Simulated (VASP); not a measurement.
Wanted: the native input for a VASP 6.6.1 run.

```
Task                   : single point
Functional             : PBE
Potentials or basis    : VASP PAW PBE potentials, release 64 (Zr_sv, Pd, Se)
Cutoff                 : 520 eV
k mesh                 : 6 × 6 × 8
Occupations            : gaussian, width 0.1 eV
Spin                   : no spin polarisation
Dipole correction      : no
Further INCAR settings : ALGO = Normal; EDIFF = 1e-06; NBANDS = 45
```

The structure of Zr3PdSe4 lies in POSCAR:

```
Zr3PdSe4
1.0
    7.2552186605      0.0000000000      0.0000000000
   -3.6276093302      6.2832036700      0.0000000000
    0.0000000000      0.0000000000      3.6653743486
Zr Pd Se
3 1 4
Direct
    0.0217662653      0.5108831326      0.0000000000
    0.4891168674      0.9782337347      0.0000000000
    0.4891168674      0.5108831326      0.0000000000
    0.0000000000      0.0000000000      0.0000000000
    0.1667462747      0.8332537253      0.5000000000
    0.1667462747      0.3334925494      0.5000000000
    0.6666666667      0.3333333333      0.5000000000
    0.6665074506      0.8332537253      0.5000000000
```

The input as run:

INCAR

```
PREC = Accurate
ENCUT = 520
EDIFF = 1E-6
ISMEAR = 0
SIGMA = 0.1
LREAL = F
LASPH = T
NELM = 60
ALGO = Normal
ISIF = 2
LWAVE = F
LCHARG = F
GGA = PE
NBANDS = 45
```

KPOINTS

```
regular mesh
0
Gamma
  6 6 8
```

Potentials or basis: VASP PAW PBE potentials, release 64 (Zr_sv, Pd, Se).

Command:

```bash
$ cat potpaw_PBE.64/Zr_sv/POTCAR potpaw_PBE.64/Pd/POTCAR potpaw_PBE.64/Se/POTCAR > POTCAR
$ mpirun -np 1 vasp_std > vasp.out
```

Results of the run:

```json
{
 "Pressure": "-2.4 GPa",
 "Largest force": "0.013 eV/Å",
 "Band gap on the k mesh": "zero (bands 35 and 36 overlap by 0.45 eV)"
}
```

It took 8.3 min on 1 thread of Intel(R) Xeon(R) Platinum 8488C (Sapphire Rapids), with other jobs on the host, peak memory 0.41 GiB.
